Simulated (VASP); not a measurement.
# CsI (Pm-3m) in VASP: single point with PBE

Aim: the single point of CsI with PBE.

All numbers are computed with VASP 6.6.1; they aren't measurements. Logs are shortened: lines on timing, memory, paths and dates and some standing lists are left out, and cuts for length are marked.

### 1 The cell of the first run

The structure is cubic, space group Pm-3m (No. 221). The conventional cell has a = 4.656 Å, b = 4.656 Å, c = 4.656 Å, α = 90.00°, β = 90.00°, γ = 90.00°. Cs (site symmetry m-3m) has 8 I at 4.03 Å and 6 Cs at 4.66 Å within 5.3 Å. I (site symmetry m-3m) has 8 Cs at 4.03 Å and 6 I at 4.66 Å within 5.3 Å.

### 2 Single point, PBE (50.48 Å³/atom)

INCAR

```
PREC = Accurate
ENCUT = 500
EDIFF = 1E-6
ISMEAR = -1
SIGMA = 0.01
LREAL = F
LASPH = T
NELM = 120
ALGO = Normal
ISIF = 2
LWAVE = F
LCHARG = F
GGA = PE
NBANDS = 15
GGA_COMPAT = F
```

KPOINTS

```
Automatic mesh
0
Gamma
  7 7 7
```

POSCAR

```
CsI
1.0
    4.6562658762      0.0000000000      0.0000000000
    0.0000000000      4.6562658762      0.0000000000
    0.0000000000      0.0000000000      4.6562658762
Cs I
1 1
Direct
    0.0000000000      0.0000000000      0.0000000000
    0.5000000000      0.5000000000      0.5000000000
```

Potentials or basis: VASP PAW PBE potentials, release 64 (Cs_sv, I).

Command:

```bash
cat potpaw_PBE.64/Cs_sv/POTCAR potpaw_PBE.64/I/POTCAR > POTCAR
mpirun -np 1 vasp_std > vasp.out
```

OUTCAR:

```text
PREC = Accurate
   ENCUT = 500
   EDIFF = 1E-6
   ISMEAR = -1
   LREAL = F
   LASPH = T
   NELM = 120
   ISIF = 2
   GGA = PE

 ion  position               nearest neighbor table
   1  0.000  0.000  0.000-
   2  0.500  0.500  0.500-

  LATTYP: Found a simple cubic cell.
 ALAT       =     4.6562658762

  Lattice vectors:

 A1 = (   4.6562658762,   0.0000000000,   0.0000000000)
 A2 = (   0.0000000000,   4.6562658762,   0.0000000000)
 A3 = (   0.0000000000,   0.0000000000,   4.6562658762)

Analysis of symmetry for initial positions (statically):
=====================================================================
 Subroutine PRICEL returns:
 Original cell was already a primitive cell.

 Routine SETGRP: Setting up the symmetry group for a
 simple cubic supercell.

 Subroutine GETGRP returns: Found 48 space group operations
 (whereof 48 operations were pure point group operations)
 out of a pool of 48 trial point group operations.

The static configuration has the point symmetry O_h .

Analysis of symmetry for dynamics (positions and initial velocities):
=====================================================================
 Subroutine PRICEL returns:
 Original cell was already a primitive cell.

 Routine SETGRP: Setting up the symmetry group for a
 simple cubic supercell.

 Subroutine GETGRP returns: Found 48 space group operations
 (whereof 48 operations were pure point group operations)
 out of a pool of 48 trial point group operations.

The dynamic configuration has the point symmetry O_h .

 Subroutine INISYM returns: Found 48 space group operations
 (whereof 48 operations are pure point group operations),
 and found     1 'primitive' translations

----------------------------------------------------------------------------------------

                                     Primitive cell

  volume of cell :     100.9516

  direct lattice vectors                    reciprocal lattice vectors
     4.656265876  0.000000000  0.000000000     0.214764368  0.000000000  0.000000000
     0.000000000  4.656265876  0.000000000     0.000000000  0.214764368  0.000000000
     0.000000000  0.000000000  4.656265876     0.000000000  0.000000000  0.214764368

  length of vectors
     4.656265876  4.656265876  4.656265876     0.214764368  0.214764368  0.214764368

  position of ions in fractional coordinates (direct lattice)
     0.000000000  0.000000000  0.000000000
     0.500000000  0.500000000  0.500000000

  ion indices of the primitive-cell ions
   primitive index   ion index
                 1           1
                 2           2

----------------------------------------------------------------------------------------

 KPOINTS: Automatic mesh

Automatic generation of k-mesh.
 Grid dimensions read from file:
 generate k-points for:    7    7    7

 Generating k-lattice:

  Cartesian coordinates                     Fractional coordinates (reciprocal lattice)
     0.030680624  0.000000000  0.000000000     0.142857143  0.000000000  0.000000000
     0.000000000  0.030680624  0.000000000     0.000000000  0.142857143  0.000000000
     0.000000000  0.000000000  0.030680624     0.000000000  0.000000000  0.142857143

  Length of vectors
     0.030680624  0.030680624  0.030680624

  Shift w.r.t. Gamma in fractional coordinates (k-lattice)
     0.000000000  0.000000000  0.000000000

 Subroutine IBZKPT returns following result:
 ===========================================

 Found     20 irreducible k-points:

 Following reciprocal coordinates:
            Coordinates               Weight
  0.000000  0.000000  0.000000      1.000000
  0.142857  0.000000  0.000000      6.000000
  0.285714  0.000000  0.000000      6.000000
  0.428571  0.000000  0.000000      6.000000
  0.142857  0.142857  0.000000     12.000000
  0.285714  0.142857  0.000000     24.000000
[... 12 lines left out ...]
  0.428571  0.428571  0.285714     24.000000
  0.428571  0.428571  0.428571      8.000000
   k-points           NKPTS =     20   k-points in BZ     NKDIM =     20   number of bands    NBANDS=     15
   number of dos      NEDOS =    301   number of ions     NIONS =      2
   total plane-waves  NPLWV =  46656
   dimension x,y,z NGX =    36 NGY =   36 NGZ =   36
   dimension x,y,z NGXF=    72 NGYF=   72 NGZF=   72
   ions per type =               1   1
   NGX,Y,Z   is equivalent  to a cutoff of  12.85, 12.85, 12.85 a.u.
   NGXF,Y,Z  is equivalent  to a cutoff of  25.71, 25.71, 25.71 a.u.
 SYSTEM =  unknown system
   PREC   = accura    normal or accurate (medium, high low for compatibility)
   ISTART =      0    job   : 0-new  1-cont  2-samecut
   ICHARG =      2    charge: 1-file 2-atom 10-const
   ISPIN  =      1    spin polarized calculation?
   LNONCOLLINEAR =      F non collinear calculations
   LSORBIT =      F    spin-orbit coupling
   LASPH  =      T    aspherical Exc in radial PAW
   ENCUT  =  500.0 eV  36.75 Ry    6.06 a.u.   8.49  8.49  8.49*2*pi/ulx,y,z
   NELM   =    120;   NELMIN=  2; NELMDL= -5     # of ELM steps
   EDIFF  = 0.1E-05   stopping-criterion for ELM
   LREAL  =      F    real-space projection
   EDIFFG = 0.1E-04   stopping-criterion for IOM
   NSW    =      0    number of steps for IOM
   IBRION =     -1    ionic relax: 0-MD 1-quasi-New 2-CG
   NFREE  =      0    steps in history (QN), initial steepest desc. (CG)
   ISIF   =      2    stress and relaxation
   ISYM   =      2    0-nonsym 1-usesym 2-fastsym
   POTIM  = 0.5000    time-step for ionic-motion
   TEBEG  =    0.0;   TEEND  =   0.0 temperature during run
   PSTRESS=    0.0 pullay stress
   NELECT =      16.0000    total number of electrons
   NUPDOWN=      -1.0000    fix difference up-down
   EMIN   =  10.00;   EMAX   =-10.00  energy-range for DOS
   EFERMI =   0.00;   METHOD = LEGACY
   ISMEAR =    -1;   SIGMA  =   0.01  broadening in eV -4-tet -1-fermi 0-gaus
   EFERMI_NEDOS =   21; number of points for ismear=-14 and -15
   IALGO  =     38    algorithm
   IMIX   =      4    mixing-type and parameters
     AMIX     =   0.40;   BMIX     =  1.00
     AMIX_MAG =   1.60;   BMIX_MAG =  1.00
  volume/ion in A,a.u.               =      50.48       340.63
  Fermi-wavevector in a.u.,A,eV,Ry     =   0.885952  1.674207 10.679371  0.784912
  Thomas-Fermi vector in A             =   2.007054
   LORBIT       =      0    0 simple, 1 ext, 2 COOP (PROOUT), +10 PAW based schemes
   GGA     = PE    functional components
   LHFCALC =     F    Hartree Fock is set to
   AEXX    =    0.0000 exact exchange contribution
   IVDW    =     0    specifies the selected vdW correction
   LEPSILON=     F    determine dielectric tensor
   LRPA    =     F    only Hartree local field effects (RPA)
 non-spin polarized calculation
  energy-cutoff  :      500.00
  volume of cell :      100.95
 maximum number of plane-waves:      2588
 NGX is ok and might be reduce to    36
   NGX = 17   NGY = 17   NGZ = 17

 number of electron      15.9999999 magnetization

 Free energy of the ion-electron system (eV)
  ---------------------------------------------------
  ext. energy  EPLUGINS =         0.00000000
  ---------------------------------------------------
  free energy    TOTEN  =        -5.44261702 eV

  energy without entropy =       -5.44261702  energy(sigma->0) =       -5.44261702

 E-fermi :   0.7123     XC(G=0):  -7.5219

 val. band max:        0.4575858486   @ k =   0.4286   0.4286   0.0000
 cond. band min:       4.1739881787   @ k =   0.0000   0.0000   0.0000
 fundamental gap:      3.7164023301
 Fermi energy:         0.7122725204

 k-point     1 :       0.0000    0.0000    0.0000
  band No.  band energies     occupation
      1     -19.9896      2.00000
      2     -10.0919      2.00000
      3      -6.6973      2.00000
      4      -6.6973      2.00000
      5      -6.6973      2.00000
      6       0.3836      2.00000
      7       0.3836      2.00000
      8       0.3836      2.00000
      9       4.1740      0.00000
     10       4.7404      0.00000
     11       4.7404      0.00000
     12       8.1126      0.00000
     13       8.1126      0.00000
     14       8.1126      0.00000
     15      10.4905      0.00000

 k-point     2 :       0.1429    0.0000    0.0000
  band No.  band energies     occupation
      1     -19.9861      2.00000
      2     -10.0918      2.00000
      3      -6.7250      2.00000
      4      -6.6880      2.00000
      5      -6.6880      2.00000
      6       0.0566      2.00000
      7       0.3623      2.00000
      8       0.3623      2.00000
      9       4.5980      0.00000
     10       4.8568      0.00000
     11       5.1434      0.00000
     12       8.0498      0.00000
     13       8.0498      0.00000
     14       8.1991      0.00000
     15       9.6052      0.00000

 k-point     3 :       0.2857    0.0000    0.0000
  band No.  band energies     occupation
      1     -19.9781      2.00000
      2     -10.0926      2.00000
      3      -6.7814      2.00000
      4      -6.6669      2.00000
      5      -6.6669      2.00000
      6      -0.5198      2.00000
      7       0.3129      2.00000
      8       0.3129      2.00000
      9       5.1862      0.00000
     10       5.5153      0.00000
     11       6.1134      0.00000
     12       8.0191      0.00000
     13       8.0191      0.00000
     14       8.3740      0.00000
     15       8.4269      0.00000
[... 271 lines left out ...]
 k-point    19 :       0.4286    0.4286    0.2857
  band No.  band energies     occupation
      1     -19.9453      2.00000
      2      -9.9051      2.00000
      3      -6.9320      2.00000
      4      -6.9271      2.00000
      5      -6.8058      2.00000
      6      -0.5327      2.00000
      7      -0.5219      2.00000
      8      -0.2701      2.00000
      9       6.0295      0.00000
     10       6.6465      0.00000
     11       6.8814      0.00000
     12       7.3401      0.00000
     13       8.5314      0.00000
     14       8.6004      0.00000
     15      10.1198      0.00000

 k-point    20 :       0.4286    0.4286    0.4286
  band No.  band energies     occupation
      1     -19.9397      2.00000
      2      -9.8729      2.00000
      3      -6.9092      2.00000
      4      -6.9027      2.00000
      5      -6.9027      2.00000
      6      -0.6364      2.00000
      7      -0.6364      2.00000
      8      -0.5740      2.00000
      9       6.8051      0.00000
     10       7.2231      0.00000
     11       7.2231      0.00000
     12       8.1088      0.00000
     13       8.1450      0.00000
     14       8.1450      0.00000
     15      10.1051      0.00000

------------------------ aborting loop because EDIFF is reached ----------------------------------------

  FORCE on cell =-STRESS in cart. coord.  units (eV):
  Direction    XX          YY          ZZ          XY          YZ          ZX
  --------------------------------------------------------------------------------------
  -------------------------------------------------------------------------------------
  Total        0.0573670      0.0573670      0.0573670      0.0000000      0.0000000     -0.0000000
  in kB        0.9104566      0.9104566      0.9104566      0.0000000      0.0000000     -0.0000000
  external PRESSURE =       0.9104566 kB  Pullay stress =       0.0000000 kB

 VOLUME and BASIS-vectors are now :
 -----------------------------------------------------------------------------
  energy-cutoff  :      500.00
  volume of cell :      100.95
      direct lattice vectors                 reciprocal lattice vectors
     4.656265876  0.000000000  0.000000000     0.214764368  0.000000000  0.000000000
     0.000000000  4.656265876  0.000000000     0.000000000  0.214764368  0.000000000
     0.000000000  0.000000000  4.656265876     0.000000000  0.000000000  0.214764368

 POSITION                                       TOTAL-FORCE (eV/Angst)
 -----------------------------------------------------------------------------------
      0.00000      0.00000      0.00000         0.000000      0.000000      0.000000
      2.32813      2.32813      2.32813         0.000000      0.000000      0.000000
 -----------------------------------------------------------------------------------
    total drift:                               -0.000000      0.000000      0.000000

  FREE ENERGIE OF THE ION-ELECTRON SYSTEM (eV)
  ---------------------------------------------------
  free  energy   TOTEN  =        -5.4426170180 eV

  energy  without entropy=       -5.4426170180  energy(sigma->0) =       -5.44261702
```

It took 15 s on 1 thread of AMD EPYC 9R45 (Zen 5), shared host; peak memory 0.18 GiB.

What came out:

| Item | Value |
| --- | --- |
| Free energy | -5.4426 eV |
| Pressure | 0.1 GPa |
| Band gap on the k mesh | 3.72 eV (least direct gap 3.79 eV) |

Levels at points of the mesh, in eV from the valence-band top:
| k point | band 6 | band 7 | band 8 | band 9 | band 10 | band 11 |
| --- | --- | --- | --- | --- | --- | --- |
| (0.00, 0.00, 0.00) | -0.07 | -0.07 | -0.07 | 3.72 | 4.28 | 4.28 |

Caveat: spin-orbit coupling is left out, which moves the levels of the heavy elements; an odd mesh through Γ misses points on the zone boundary, where band edges can lie.
